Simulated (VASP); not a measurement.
# ZrB2 (P6/mmm) in VASP: further runs

ZrB2 is run at these levels: PBEsol; tasks: single point.

Program: VASP 6.6.1. These are calculated values, not measurements. Logs are shortened: lines on timing, memory, paths and dates and some standing lists are left out, and cuts for length are marked.

## 1. The cell of the first run

It takes space group P6/mmm (No. 191, hexagonal). Conventional cell: a = 3.170 Å, b = 3.170 Å, c = 3.533 Å, α = 90.00°, β = 90.00°, γ = 120.00°. Zr (site symmetry 6/mmm) has 12 B at 2.54 Å and 6 Zr at 3.17 Å within 3.4 Å. Within 2.4 Å of B (site symmetry -6m2) lie 3 B at 1.83 Å.

## 2. Single point, PBEsol

Input file INCAR:

```
SYSTEM = ZrB2
PREC = Accurate
ENCUT = 520
EDIFF = 1E-7
ISMEAR = -1
SIGMA = 0.3
LREAL = .FALSE.
LASPH = .TRUE.
NELM = 60
ALGO = Normal
ISIF = 2
LWAVE = .FALSE.
LCHARG = .FALSE.
GGA = PS
NBANDS = 16
```

Input file KPOINTS:

```
Automatic mesh
0
G
  10 10 8
  0 0 0
```

Input file POSCAR:

```
ZrB2
1.0
    3.1700000000      0.0000000000      0.0000000000
   -1.5850000000      2.7453005300      0.0000000000
    0.0000000000      0.0000000000      3.5330000000
Zr B
1 2
Direct
    0.0000000000      0.0000000000      0.0000000000
    0.3333330000      0.6666670000      0.5000000000
    0.6666670000      0.3333330000      0.5000000000
```

Potentials or basis: VASP PAW PBE potentials, release 64 (Zr_sv, B).

Command:

```bash
$ cat potpaw_PBE.64/Zr_sv/POTCAR potpaw_PBE.64/B/POTCAR > POTCAR
$ mpirun -np 1 vasp_std > vasp.out
```

OUTCAR:

```text
SYSTEM = ZrB2
   PREC = Accurate
   ENCUT = 520
   EDIFF = 1E-7
   ISMEAR = -1
   LREAL = .FALSE.
   LASPH = .TRUE.
   NELM = 60
   ISIF = 2
   GGA = PS

 ion  position               nearest neighbor table
   1  0.000  0.000  0.000-   2 2.54   3 2.54   2 2.54   3 2.54   3 2.54   3 2.54   2 2.54   2 2.54
                             3 2.54   3 2.54   2 2.54   2 2.54
   2  0.333  0.667  0.500-   3 1.83   3 1.83   3 1.83   1 2.54   1 2.54   1 2.54   1 2.54   1 2.54
                             1 2.54
   3  0.667  0.333  0.500-   2 1.83   2 1.83   2 1.83   1 2.54   1 2.54   1 2.54   1 2.54   1 2.54
                             1 2.54

  LATTYP: Found a hexagonal cell.
 ALAT       =     3.1700000000
 C/A-ratio  =     1.1145110410

  Lattice vectors:

 A1 = (   3.1700000000,   0.0000000000,   0.0000000000)
 A2 = (  -1.5850000000,   2.7453005300,   0.0000000000)
 A3 = (   0.0000000000,   0.0000000000,   3.5330000000)

Analysis of symmetry for initial positions (statically):
=====================================================================
 Subroutine PRICEL returns:
 Original cell was already a primitive cell.

 Routine SETGRP: Setting up the symmetry group for a
 hexagonal supercell.

 Subroutine GETGRP returns: Found 24 space group operations
 (whereof 24 operations were pure point group operations)
 out of a pool of 24 trial point group operations.

The static configuration has the point symmetry D_6h.

Analysis of symmetry for dynamics (positions and initial velocities):
=====================================================================
 Subroutine PRICEL returns:
 Original cell was already a primitive cell.

 Routine SETGRP: Setting up the symmetry group for a
 hexagonal supercell.

 Subroutine GETGRP returns: Found 24 space group operations
 (whereof 24 operations were pure point group operations)
 out of a pool of 24 trial point group operations.

The dynamic configuration has the point symmetry D_6h.

 Subroutine INISYM returns: Found 24 space group operations
 (whereof 24 operations are pure point group operations),
 and found     1 'primitive' translations

----------------------------------------------------------------------------------------

                                     Primitive cell

  volume of cell :      30.7463

  direct lattice vectors                    reciprocal lattice vectors
     3.170000000  0.000000000  0.000000000     0.315457413  0.182129422  0.000000000
    -1.585000000  2.745300530  0.000000000     0.000000000  0.364258845  0.000000000
     0.000000000  0.000000000  3.533000000     0.000000000  0.000000000  0.283045570

  length of vectors
     3.170000000  3.170000000  3.533000000     0.364258845  0.364258845  0.283045570

  position of ions in fractional coordinates (direct lattice)
     0.000000000  0.000000000  0.000000000
     0.333333000  0.666667000  0.500000000
     0.666667000  0.333333000  0.500000000

  ion indices of the primitive-cell ions
   primitive index   ion index
                 1           1
                 2           2
                 3           3

----------------------------------------------------------------------------------------

 KPOINTS: Automatic mesh

Automatic generation of k-mesh.
 Grid dimensions read from file:
 generate k-points for:   10   10    8

 Generating k-lattice:

  Cartesian coordinates                     Fractional coordinates (reciprocal lattice)
     0.031545741  0.018212942  0.000000000     0.100000000  0.000000000  0.000000000
     0.000000000  0.036425884  0.000000000     0.000000000  0.100000000  0.000000000
     0.000000000  0.000000000  0.035380696     0.000000000  0.000000000  0.125000000

  Length of vectors
     0.036425884  0.036425884  0.035380696

  Shift w.r.t. Gamma in fractional coordinates (k-lattice)
     0.000000000  0.000000000  0.000000000

 Subroutine IBZKPT returns following result:
 ===========================================

 Found     70 irreducible k-points:

 Following reciprocal coordinates:
            Coordinates               Weight
  0.000000  0.000000  0.000000      1.000000
  0.100000 -0.000000  0.000000      6.000000
  0.200000 -0.000000  0.000000      6.000000
  0.300000  0.000000  0.000000      6.000000
  0.400000  0.000000  0.000000      6.000000
  0.500000  0.000000  0.000000      3.000000
[... 16 lines left out ...]
  0.300000  0.100000  0.125000     24.000000
  0.400000  0.100000  0.125000     24.000000
 [... further k-points ...]
   k-points           NKPTS =     70   k-points in BZ     NKDIM =     70   number of bands    NBANDS=     16
   number of dos      NEDOS =    301   number of ions     NIONS =      3
   total plane-waves  NPLWV =  16128
   dimension x,y,z NGX =    24 NGY =   24 NGZ =   28
   dimension x,y,z NGXF=    48 NGYF=   48 NGZF=   56
   ions per type =               1   2
   NGX,Y,Z   is equivalent  to a cutoff of  12.59, 12.59, 13.18 a.u.
   NGXF,Y,Z  is equivalent  to a cutoff of  25.17, 25.17, 26.35 a.u.
 SYSTEM =  ZrB2
   PREC   = accura    normal or accurate (medium, high low for compatibility)
   ISTART =      0    job   : 0-new  1-cont  2-samecut
   ICHARG =      2    charge: 1-file 2-atom 10-const
   ISPIN  =      1    spin polarized calculation?
   LNONCOLLINEAR =      F non collinear calculations
   LSORBIT =      F    spin-orbit coupling
   LASPH  =      T    aspherical Exc in radial PAW
   ENCUT  =  520.0 eV  38.22 Ry    6.18 a.u.   5.89  5.89  6.57*2*pi/ulx,y,z
   NELM   =     60;   NELMIN=  2; NELMDL= -5     # of ELM steps
   EDIFF  = 0.1E-06   stopping-criterion for ELM
   LREAL  =      F    real-space projection
   EDIFFG = 0.1E-05   stopping-criterion for IOM
   NSW    =      0    number of steps for IOM
   IBRION =     -1    ionic relax: 0-MD 1-quasi-New 2-CG
   NFREE  =      0    steps in history (QN), initial steepest desc. (CG)
   ISIF   =      2    stress and relaxation
   ISYM   =      2    0-nonsym 1-usesym 2-fastsym
   POTIM  = 0.5000    time-step for ionic-motion
   TEBEG  =    0.0;   TEEND  =   0.0 temperature during run
   PSTRESS=    0.0 pullay stress
   NELECT =      18.0000    total number of electrons
   NUPDOWN=      -1.0000    fix difference up-down
   EMIN   =  10.00;   EMAX   =-10.00  energy-range for DOS
   EFERMI =   0.00;   METHOD = LEGACY
   ISMEAR =    -1;   SIGMA  =   0.30  broadening in eV -4-tet -1-fermi 0-gaus
   EFERMI_NEDOS =   21; number of points for ismear=-14 and -15
   IALGO  =     38    algorithm
   IMIX   =      4    mixing-type and parameters
     AMIX     =   0.40;   BMIX     =  1.00
     AMIX_MAG =   1.60;   BMIX_MAG =  1.00
  volume/ion in A,a.u.               =      10.25        69.16
  Fermi-wavevector in a.u.,A,eV,Ry     =   1.369519  2.588016 25.518847  1.875582
  Thomas-Fermi vector in A             =   2.495387
   LORBIT       =      0    0 simple, 1 ext, 2 COOP (PROOUT), +10 PAW based schemes
   GGA     = PS    functional components
   LHFCALC =     F    Hartree Fock is set to
   AEXX    =    0.0000 exact exchange contribution
   IVDW    =     0    specifies the selected vdW correction
   LEPSILON=     F    determine dielectric tensor
   LRPA    =     F    only Hartree local field effects (RPA)
 non-spin polarized calculation
  energy-cutoff  :      520.00
  volume of cell :       30.75
 maximum number of plane-waves:       844
 NGX is ok and might be reduce to    24
   NGX = 11   NGY = 11   NGZ = 13

 number of electron      18.0000000 magnetization

 Free energy of the ion-electron system (eV)
  ---------------------------------------------------
  ext. energy  EPLUGINS =         0.00000000
  ---------------------------------------------------
  free energy    TOTEN  =       -26.44479501 eV

  energy without entropy =      -26.32769537  energy(sigma->0) =      -26.38624519

 E-fermi :  10.3432     XC(G=0): -12.5374

 val. band max:       10.2898601934   @ k =   0.2000   0.2000   0.1250
 cond. band min:      10.4920516481   @ k =   0.1000  -0.0000   0.5000
 fundamental gap:      0.2021914547
 Fermi energy:        10.3432102276

 k-point     1 :       0.0000    0.0000    0.0000
  band No.  band energies     occupation
      1     -38.0732      2.00000
      2     -16.2984      2.00000
      3     -15.7365      2.00000
      4     -15.7365      2.00000
      5      -2.2683      2.00000
      6       7.8058      1.99958
[... 8 lines left out ...]
     15      15.5721      0.00000
     16      15.5722      0.00000

 k-point     2 :       0.1000   -0.0000    0.0000
  band No.  band energies     occupation
      1     -38.0621      2.00000
      2     -16.2818      2.00000
      3     -15.8341      2.00000
      4     -15.7577      2.00000
      5      -2.0682      2.00000
      6       7.2404      1.99994
[... 8 lines left out ...]
     15      16.2438      0.00000
     16      16.7703      0.00000

 k-point     3 :       0.2000   -0.0000    0.0000
  band No.  band energies     occupation
      1     -38.0328      2.00000
      2     -16.2380      2.00000
      3     -16.0820      2.00000
      4     -15.8126      2.00000
      5      -1.5003      2.00000
      6       5.9880      2.00000
[... 8 lines left out ...]
     15      17.2304      0.00000
     16      18.0806      0.00000

 k-point     4 :       0.3000    0.0000    0.0000
  band No.  band energies     occupation
      1     -37.9963      2.00000
      2     -16.3749      2.00000
      3     -16.1833      2.00000
      4     -15.8795      2.00000
      5      -0.6372      2.00000
      6       4.5545      2.00000
[... 8 lines left out ...]
     15      18.2294      0.00000
     16      20.3630      0.00000

 k-point     5 :       0.4000    0.0000    0.0000
  band No.  band energies     occupation
      1     -37.9666      2.00000
      2     -16.6023      2.00000
      3     -16.1385      2.00000
      4     -15.9329      2.00000
      5       0.4438      2.00000
      6       3.1261      2.00000
[... 8 lines left out ...]
     15      19.4556      0.00000
     16      19.6998      0.00000

 k-point     6 :       0.5000    0.0000    0.0000
  band No.  band energies     occupation
      1     -37.9551      2.00000
      2     -16.6871      2.00000
      3     -16.1213      2.00000
      4     -15.9531      2.00000
      5       1.4771      2.00000
      6       1.9772      2.00000
[... 8 lines left out ...]
     15      18.1562      0.00000
     16      20.4675      0.00000

 k-point     7 :       0.1000    0.1000    0.0000
  band No.  band energies     occupation
      1     -38.0419      2.00000
      2     -16.2516      2.00000
      3     -15.9994      2.00000
      4     -15.8031      2.00000
      5      -1.6841      2.00000
      6       6.4264      2.00000
[... 8 lines left out ...]
     15      17.0863      0.00000
     16      17.3040      0.00000

 k-point     8 :       0.2000    0.1000    0.0000
  band No.  band energies     occupation
      1     -38.0090      2.00000
      2     -16.2519      2.00000
      3     -16.2023      2.00000
      4     -15.8817      2.00000
      5      -0.9672      2.00000
      6       5.2372      2.00000
[... 8 lines left out ...]
     15      17.2577      0.00000
     16      18.9175      0.00000

 k-point     9 :       0.3000    0.1000    0.0000
  band No.  band energies     occupation
      1     -37.9758      2.00000
      2     -16.4938      2.00000
      3     -16.1525      2.00000
      4     -15.9599      2.00000
      5       0.0101      2.00000
      6       3.8949      2.00000
[... 8 lines left out ...]
     15      18.6933      0.00000
     16      20.1158      0.00000
[... 172 lines left out ...]
 k-point    19 :       0.4000    0.0000    0.1250
  band No.  band energies     occupation
      1     -37.9639      2.00000
      2     -16.5934      2.00000
      3     -16.1846      2.00000
      4     -15.9274      2.00000
      5       0.5141      2.00000
      6       3.0249      2.00000
[... 8 lines left out ...]
     15      18.3890      0.00000
     16      20.7331      0.00000

 k-point    20 :       0.5000    0.0000    0.1250
  band No.  band energies     occupation
      1     -37.9525      2.00000
      2     -16.6777      2.00000
      3     -16.1664      2.00000
      4     -15.9475      2.00000
      5       1.6974      2.00000
      6       1.7025      2.00000
[... 8 lines left out ...]
     15      18.2354      0.00000
     16      20.7032      0.00000

 k-point    21 :       0.1000    0.1000    0.1250
  band No.  band energies     occupation
      1     -38.0391      2.00000
      2     -16.3054      2.00000
      3     -15.9933      2.00000
      4     -15.7988      2.00000
      5      -1.4869      2.00000
      6       6.5015      1.99999
[... 8 lines left out ...]
     15      16.9752      0.00000
     16      17.4031      0.00000

 k-point    22 :       0.2000    0.1000    0.1250
  band No.  band energies     occupation
      1     -38.0062      2.00000
      2     -16.2620      2.00000
      3     -16.2353      2.00000
      4     -15.8767      2.00000
      5      -0.8149      2.00000
      6       5.2163      2.00000
[... 8 lines left out ...]
     15      17.6792      0.00000
     16      19.0613      0.00000

 k-point    23 :       0.3000    0.1000    0.1250
  band No.  band energies     occupation
      1     -37.9731      2.00000
      2     -16.4857      2.00000
      3     -16.1992      2.00000
      4     -15.9543      2.00000
      5       0.0999      2.00000
      6       3.8115      2.00000
[... 8 lines left out ...]
     15      17.9791      0.00000
     16      20.8486      0.00000

 k-point    24 :       0.4000    0.1000    0.1250
  band No.  band energies     occupation
      1     -37.9525      2.00000
      2     -16.6298      2.00000
      3     -16.1665      2.00000
      4     -16.0018      2.00000
      5       1.2016      2.00000
      6       2.4531      2.00000
[... 8 lines left out ...]
     15      18.7393      0.00000
     16      20.5493      0.00000

 [... further k-points ...]
[... 5 lines left out ...]
  --------------------------------------------------------------------------------------
  -------------------------------------------------------------------------------------
  Total       -0.6116175     -0.6116175     -0.7436699      0.0000000      0.0000000      0.0000000
  in kB      -31.8711457    -31.8711457    -38.7523462      0.0000000      0.0000000      0.0000000
  external PRESSURE =     -34.1648792 kB  Pullay stress =       0.0000000 kB

 VOLUME and BASIS-vectors are now :
 -----------------------------------------------------------------------------
  energy-cutoff  :      520.00
  volume of cell :       30.75
      direct lattice vectors                 reciprocal lattice vectors
     3.170000000  0.000000000  0.000000000     0.315457413  0.182129422  0.000000000
    -1.585000000  2.745300530  0.000000000     0.000000000  0.364258845  0.000000000
     0.000000000  0.000000000  3.533000000     0.000000000  0.000000000  0.283045570

 POSITION                                       TOTAL-FORCE (eV/Angst)
 -----------------------------------------------------------------------------------
      0.00000      0.00000      0.00000        -0.000000      0.000000      0.000000
     -0.00000      1.83020      1.76650         0.000000     -0.000000      0.000000
      1.58500      0.91510      1.76650        -0.000000      0.000000     -0.000000
 -----------------------------------------------------------------------------------
    total drift:                                0.000000      0.000000      0.000000

  FREE ENERGIE OF THE ION-ELECTRON SYSTEM (eV)
  ---------------------------------------------------
  free  energy   TOTEN  =       -26.4447950075 eV

  energy  without entropy=      -26.3276953652  energy(sigma->0) =      -26.38624519
```

Run time: 11 s. Hardware: 1 thread of Intel Xeon 6975P-C (Granite Rapids), shared host; peak memory 0.16 GiB.

What came out:

```
Free energy            : -26.4448 eV
Pressure               : -3.4 GPa
Band gap on the k mesh : zero (band 9 reaches 10.99 eV, above the bottom of band 10 at 10.19 eV)
```

Levels at points of the mesh, in eV from the Fermi level:
| k point | band 5 | band 6 | band 7 | band 8 | band 9 | band 10 | band 11 | band 12 | band 13 | band 14 |
| --- | --- | --- | --- | --- | --- | --- | --- | --- | --- | --- |
| (0.00, 0.00, 0.00) | -12.61 | -2.54 | -2.54 | -2.54 | -2.24 | 3.48 | 3.48 | 4.28 | 4.28 | 5.00 |
| (0.50, 0.00, 0.00) | -8.87 | -8.37 | -3.82 | -2.95 | -2.63 | 2.34 | 2.38 | 5.03 | 5.10 | 6.58 |
| (0.00, 0.00, 0.50) | -10.55 | -6.89 | -0.85 | -0.85 | 0.40 | 0.40 | 0.85 | 0.85 | 1.91 | 5.14 |
| (0.50, 0.00, 0.50) | -9.80 | -6.87 | -4.52 | -4.06 | -1.90 | 3.82 | 4.18 | 5.41 | 6.36 | 6.59 |

Caveat: the PAW data sets were made with another functional, which shifts forces and pressure a little.

## 3. Single point, PBEsol

Input file INCAR:

```
PREC = Accurate
ENCUT = 520
EDIFF = 1E-6
ISMEAR = -1
SIGMA = 0.3
LREAL = F
LASPH = T
NELM = 100
ALGO = Normal
ISIF = 2
LWAVE = F
LCHARG = F
GGA = PS
NBANDS = 16
```

Input file KPOINTS:

```
regular mesh
0
Gamma
  10 10 8
```

POSCAR is that of step 2.

Potentials or basis: VASP PAW PBE potentials, release 64 (Zr_sv, B).

Command:

```bash
$ cat potpaw_PBE.64/Zr_sv/POTCAR potpaw_PBE.64/B/POTCAR > POTCAR
$ mpirun -np 1 vasp_std > vasp.out
```

Wall time 13 s (1 thread of Intel Xeon 6975P-C (Granite Rapids), shared host); peak memory 0.16 GiB.

It converged, with:

| Quantity | Value |
| --- | --- |
| Free energy | -26.4448 eV |
| Pressure | -3.4 GPa |
| Band gap on the k mesh | zero (band 9 reaches 10.99 eV, above the bottom of band 10 at 10.19 eV) |

Stress tensor (GPa, compression positive):
```
-3.18  0.00  0.00
 0.00 -3.18  0.00
 0.00  0.00 -3.87
```

Levels at points of the mesh, in eV from the Fermi level:
```tsv
k point	band 5	band 6	band 7	band 8	band 9	band 10	band 11	band 12	band 13	band 14
(0.00, 0.00, 0.00)	-12.61	-2.54	-2.54	-2.54	-2.24	3.48	3.48	4.28	4.28	5.00
(0.50, 0.00, 0.00)	-8.87	-8.37	-3.82	-2.95	-2.63	2.34	2.38	5.03	5.10	6.58
(0.00, 0.00, 0.50)	-10.55	-6.89	-0.85	-0.85	0.40	0.40	0.85	0.85	1.91	5.14
(0.50, 0.00, 0.50)	-9.80	-6.87	-4.52	-4.06	-1.90	3.82	4.18	5.41	6.36	6.59
```

Caveat: the PAW data sets were made with another functional, which shifts forces and pressure a little.
